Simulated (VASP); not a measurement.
# ZnS (P3m1) in VASP: single point with PBE

Aim: the single point of ZnS with PBE.

Everything below comes from runs of VASP 6.6.1. Logs are shortened: lines on timing, memory, paths and dates and some standing lists are left out, and cuts for length are marked.

**1. The cell of the first run**

The structure is trigonal, space group P3m1 (No. 156). The conventional cell has a = 3.811 Å, b = 3.811 Å, c = 6.234 Å, α = 90.00°, β = 90.00°, γ = 120.00°. Within 3.1 Å of Zn (site symmetry 3m) lie 4 S at 2.31 to 2.78 Å. Within 2.9 Å of Zn (site symmetry 3m) lie 4 S at 2.23 to 2.40 Å. S (site symmetry 3m) has 4 Zn at 2.23 to 2.78 Å within 2.9 Å. S (site symmetry 3m) has 4 Zn at 2.31 to 2.40 Å within 3.1 Å.

**2. Single point, PBE (atom 3 (S) moved +0.375 Å along Cartesian [0 0 1])**

The input, INCAR:

```
SYSTEM = ZnS
  ALGO = Normal
  EDIFF = 1E-6
  ENCUT = 520
  GGA = PE
  ISIF = 2
  ISMEAR = 0
  LASPH = .True.
  LCHARG = .True.
  LELF = .True.
  LREAL = .False.
  LVHAR = .True.
  LWAVE = .False.
  NBANDS = 26
  NELM = 100
  PREC = Accurate
  SIGMA = 0.05
```

The input, KPOINTS:

```
k-points
0
Gamma
  12 12 6
  0 0 0
```

The input, POSCAR:

```
ZnS
1.0
    3.8109987816      0.0000000000      0.0000000000
   -1.9054993908      3.3004217586      0.0000000000
    0.0000000000      0.0000000000      6.2340000000
Zn S
2 2
Direct
    0.3333333333      0.6666666667      0.0000000000
    0.6666666667      0.3333333333      0.5000000000
    0.3333333333      0.6666666667      0.4451539942
    0.6666666667      0.3333333333      0.8850000000
```

Potentials or basis: VASP PAW PBE potentials, release 64 (Zn, S).

Launch:

```bash
$ cat potpaw_PBE.64/Zn/POTCAR potpaw_PBE.64/S/POTCAR > POTCAR
$ mpirun -np 1 vasp_std > vasp.out
```

OUTCAR:

```text
SYSTEM = ZnS
   EDIFF = 1E-6
   ENCUT = 520
   GGA = PE
   ISIF = 2
   ISMEAR = 0
   LASPH = .True.
   LREAL = .False.
   NELM = 100
   PREC = Accurate

 ion  position               nearest neighbor table
   1  0.333  0.667  0.000-   4 2.31   4 2.31   4 2.31   3 2.78
   2  0.667  0.333  0.500-   3 2.23   3 2.23   3 2.23   4 2.40
   3  0.333  0.667  0.445-   2 2.23   2 2.23   2 2.23   1 2.78
   4  0.667  0.333  0.885-   1 2.31   1 2.31   1 2.31   2 2.40

  LATTYP: Found a hexagonal cell.
 ALAT       =     3.8109987816
 C/A-ratio  =     1.6357916539

  Lattice vectors:

 A1 = (   3.8109987816,   0.0000000000,   0.0000000000)
 A2 = (  -1.9054993908,   3.3004217586,   0.0000000000)
 A3 = (   0.0000000000,   0.0000000000,   6.2340000000)

Analysis of symmetry for initial positions (statically):
=====================================================================
 Subroutine PRICEL returns:
 Original cell was already a primitive cell.

 Routine SETGRP: Setting up the symmetry group for a
 hexagonal supercell.

 Subroutine GETGRP returns: Found  6 space group operations
 (whereof  6 operations were pure point group operations)
 out of a pool of 24 trial point group operations.

The static configuration has the point symmetry C_3v.

Analysis of symmetry for dynamics (positions and initial velocities):
=====================================================================
 Subroutine PRICEL returns:
 Original cell was already a primitive cell.

 Routine SETGRP: Setting up the symmetry group for a
 hexagonal supercell.

 Subroutine GETGRP returns: Found  6 space group operations
 (whereof  6 operations were pure point group operations)
 out of a pool of 24 trial point group operations.

The dynamic configuration has the point symmetry C_3v.

 Subroutine INISYM returns: Found  6 space group operations
 (whereof  6 operations are pure point group operations),
 and found     1 'primitive' translations

----------------------------------------------------------------------------------------

                                     Primitive cell

  volume of cell :      78.4106

  direct lattice vectors                    reciprocal lattice vectors
     3.810998782  0.000000000  0.000000000     0.262398405  0.151495789  0.000000000
    -1.905499391  3.300421759  0.000000000     0.000000000  0.302991579  0.000000000
     0.000000000  0.000000000  6.234000000     0.000000000  0.000000000  0.160410651

  length of vectors
     3.810998782  3.810998782  6.234000000     0.302991579  0.302991579  0.160410651

  position of ions in fractional coordinates (direct lattice)
     0.333333333  0.666666667  0.000000000
     0.666666667  0.333333333  0.500000000
     0.333333333  0.666666667  0.445153994
     0.666666667  0.333333333  0.885000000

  ion indices of the primitive-cell ions
   primitive index   ion index
                 1           1
                 2           2
                 3           3
                 4           4

----------------------------------------------------------------------------------------

 KPOINTS: k-points

Automatic generation of k-mesh.
 Grid dimensions read from file:
 generate k-points for:   12   12    6

 Generating k-lattice:

  Cartesian coordinates                     Fractional coordinates (reciprocal lattice)
     0.021866534  0.012624649  0.000000000     0.083333333  0.000000000  0.000000000
     0.000000000  0.025249298  0.000000000     0.000000000  0.083333333  0.000000000
     0.000000000  0.000000000  0.026735109     0.000000000  0.000000000  0.166666667

  Length of vectors
     0.025249298  0.025249298  0.026735109

  Shift w.r.t. Gamma in fractional coordinates (k-lattice)
     0.000000000  0.000000000  0.000000000

 Subroutine IBZKPT returns following result:
 ===========================================

 Found    100 irreducible k-points:

 Following reciprocal coordinates:
            Coordinates               Weight
  0.000000  0.000000  0.000000      1.000000
  0.083333  0.000000  0.000000      6.000000
  0.166667  0.000000  0.000000      6.000000
  0.250000 -0.000000  0.000000      6.000000
  0.333333 -0.000000  0.000000      6.000000
  0.416667 -0.000000  0.000000      6.000000
[... 16 lines left out ...]
  0.166667  0.000000  0.166667      6.000000
  0.000000  0.166667  0.166667      6.000000
 [... further k-points ...]
   k-points           NKPTS =    100   k-points in BZ     NKDIM =    100   number of bands    NBANDS=     26
   number of dos      NEDOS =    301   number of ions     NIONS =      4
   total plane-waves  NPLWV =  37632
   dimension x,y,z NGX =    28 NGY =   28 NGZ =   48
   dimension x,y,z NGXF=    56 NGYF=   56 NGZF=   96
   ions per type =               2   2
   NGX,Y,Z   is equivalent  to a cutoff of  12.21, 12.21, 12.80 a.u.
   NGXF,Y,Z  is equivalent  to a cutoff of  24.43, 24.43, 25.60 a.u.
 SYSTEM =  ZnS
   PREC   = accura    normal or accurate (medium, high low for compatibility)
   ISTART =      0    job   : 0-new  1-cont  2-samecut
   ICHARG =      2    charge: 1-file 2-atom 10-const
   ISPIN  =      1    spin polarized calculation?
   LNONCOLLINEAR =      F non collinear calculations
   LSORBIT =      F    spin-orbit coupling
   LASPH  =      T    aspherical Exc in radial PAW
   ENCUT  =  520.0 eV  38.22 Ry    6.18 a.u.   7.09  7.09 11.59*2*pi/ulx,y,z
   NELM   =    100;   NELMIN=  2; NELMDL= -5     # of ELM steps
   EDIFF  = 0.1E-05   stopping-criterion for ELM
   LREAL  =      F    real-space projection
[... 7 lines left out ...]
   TEBEG  =    0.0;   TEEND  =   0.0 temperature during run
   PSTRESS=    0.0 pullay stress
   NELECT =      36.0000    total number of electrons
   NUPDOWN=      -1.0000    fix difference up-down
   EMIN   =  10.00;   EMAX   =-10.00  energy-range for DOS
   EFERMI =   0.00;   METHOD = LEGACY
   ISMEAR =     0;   SIGMA  =   0.05  broadening in eV -4-tet -1-fermi 0-gaus
   EFERMI_NEDOS =   21; number of points for ismear=-14 and -15
   IALGO  =     38    algorithm
   IMIX   =      4    mixing-type and parameters
     AMIX     =   0.40;   BMIX     =  1.00
     AMIX_MAG =   1.60;   BMIX_MAG =  1.00
  volume/ion in A,a.u.               =      19.60       132.29
  Fermi-wavevector in a.u.,A,eV,Ry     =   1.262944  2.386617 21.701656  1.595027
  Thomas-Fermi vector in A             =   2.396326
   LORBIT       =      0    0 simple, 1 ext, 2 COOP (PROOUT), +10 PAW based schemes
   GGA     = PE    functional components
   LHFCALC =     F    Hartree Fock is set to
   AEXX    =    0.0000 exact exchange contribution
   IVDW    =     0    specifies the selected vdW correction
   LEPSILON=     F    determine dielectric tensor
   LRPA    =     F    only Hartree local field effects (RPA)
 non-spin polarized calculation
 Gauss-broadening in eV      SIGMA  =   0.05
  energy-cutoff  :      520.00
  volume of cell :       78.41
 maximum number of plane-waves:      2133
   NGX = 15   NGY = 15   NGZ = 23

 number of electron      35.9999976 magnetization

 Free energy of the ion-electron system (eV)
  ---------------------------------------------------
  ext. energy  EPLUGINS =         0.00000000
  ---------------------------------------------------
  free energy    TOTEN  =       -13.15706793 eV

  energy without entropy =      -13.15706793  energy(sigma->0) =      -13.15706793

 E-fermi :   2.3675     XC(G=0):  -9.6430

 val. band max:        2.1503806390   @ k =   0.0833   0.0000   0.0000
 cond. band min:       4.3832049717   @ k =   0.0000   0.0000   0.0000
 fundamental gap:      2.2328243327
 Fermi energy:         2.3674633592

 k-point     1 :       0.0000    0.0000    0.0000
  band No.  band energies     occupation
      1     -11.1392      2.00000
      2     -10.1451      2.00000
      3      -4.5060      2.00000
      4      -4.5060      2.00000
      5      -4.1909      2.00000
      6      -4.1909      2.00000
[... 18 lines left out ...]
     25       9.6360      0.00000
     26      12.0171      0.00000

 k-point     2 :       0.0833    0.0000    0.0000
  band No.  band energies     occupation
      1     -11.0890      2.00000
      2     -10.1152      2.00000
      3      -4.5074      2.00000
      4      -4.4852      2.00000
      5      -4.1915      2.00000
      6      -4.1784      2.00000
[... 18 lines left out ...]
     25       9.8661      0.00000
     26      11.3424      0.00000

 k-point     3 :       0.1667    0.0000    0.0000
  band No.  band energies     occupation
      1     -10.9451      2.00000
      2     -10.0340      2.00000
      3      -4.5051      2.00000
      4      -4.4267      2.00000
      5      -4.1911      2.00000
      6      -4.1447      2.00000
[... 18 lines left out ...]
     25      10.4518      0.00000
     26      10.4986      0.00000

 k-point     4 :       0.2500   -0.0000    0.0000
  band No.  band energies     occupation
      1     -10.7281      2.00000
      2      -9.9270      2.00000
      3      -4.4829      2.00000
      4      -4.3424      2.00000
      5      -4.1856      2.00000
      6      -4.1006      2.00000
[... 18 lines left out ...]
     25      10.6040      0.00000
     26      11.3811      0.00000
[... 496 lines left out ...]
      1     -11.0487      2.00000
      2     -10.1707      2.00000
      3      -4.5088      2.00000
      4      -4.4861      2.00000
      5      -4.1942      2.00000
      6      -4.1806      2.00000
[... 18 lines left out ...]
     25       9.7039      0.00000
     26      11.4547      0.00000

 k-point    23 :       0.1667    0.0000    0.1667
  band No.  band energies     occupation
      1     -10.9067      2.00000
      2     -10.0846      2.00000
      3      -4.5059      2.00000
      4      -4.4281      2.00000
      5      -4.1976      2.00000
      6      -4.1446      2.00000
[... 18 lines left out ...]
     25      10.4189      0.00000
     26      10.7156      0.00000

 k-point    24 :       0.0000    0.1667    0.1667
  band No.  band energies     occupation
      1     -10.9068      2.00000
      2     -10.0846      2.00000
      3      -4.5074      2.00000
      4      -4.4274      2.00000
      5      -4.1978      2.00000
      6      -4.1472      2.00000
[... 18 lines left out ...]
     25      10.3125      0.00000
     26      10.9263      0.00000

 [... further k-points ...]
[... 5 lines left out ...]
  --------------------------------------------------------------------------------------
  -------------------------------------------------------------------------------------
  Total        3.1778095      3.1778095      0.7228175      0.0000000      0.0000000      0.0000000
  in kB       64.9326889     64.9326889     14.7694457      0.0000000      0.0000000      0.0000000
  external PRESSURE =      48.2116079 kB  Pullay stress =       0.0000000 kB

 VOLUME and BASIS-vectors are now :
 -----------------------------------------------------------------------------
  energy-cutoff  :      520.00
  volume of cell :       78.41
      direct lattice vectors                 reciprocal lattice vectors
     3.810998782  0.000000000  0.000000000     0.262398405  0.151495789  0.000000000
    -1.905499391  3.300421759  0.000000000     0.000000000  0.302991579  0.000000000
     0.000000000  0.000000000  6.234000000     0.000000000  0.000000000  0.160410651

 POSITION                                       TOTAL-FORCE (eV/Angst)
 -----------------------------------------------------------------------------------
     -0.00000      2.20028      0.00000        -0.000000      0.000000      0.526301
      1.90550      1.10014      3.11700        -0.000000      0.000000      0.451659
     -0.00000      2.20028      2.77509         0.000000     -0.000000     -1.946970
      1.90550      1.10014      5.51709         0.000000     -0.000000      0.969010
 -----------------------------------------------------------------------------------
    total drift:                               -0.000002      0.000001      0.000290

  FREE ENERGIE OF THE ION-ELECTRON SYSTEM (eV)
  ---------------------------------------------------
  free  energy   TOTEN  =       -13.1570679267 eV

  energy  without entropy=      -13.1570679267  energy(sigma->0) =      -13.15706793
```

Run time: 5.5 min. Hardware: 1 thread of Intel Xeon 8259CL, shared host; peak memory 0.3 GiB.

Results:

```yaml
Free_energy: -13.1571 eV
Pressure: 4.8 GPa
Largest_force: 1.947 eV/Å
Band_gap_on_the_k_mesh: 2.23 eV (least direct gap 2.26 eV)
```

Forces in eV/Å, atoms in the order of the input:
```
Zn   0.000  0.000  0.526
Zn   0.000  0.000  0.452
S    0.000  0.000 -1.947
S    0.000  0.000  0.969
```

Caveat: the cell differs from its parent crystal (atom 3 (S) moved +0.375 Å along Cartesian [0 0 1]); the stress differs along the axes, from 1 to 6 GPa; forces of over 1 eV/Å act on the atoms, so gaps and moduli don't describe the material at rest. A k mesh can miss the band edges.
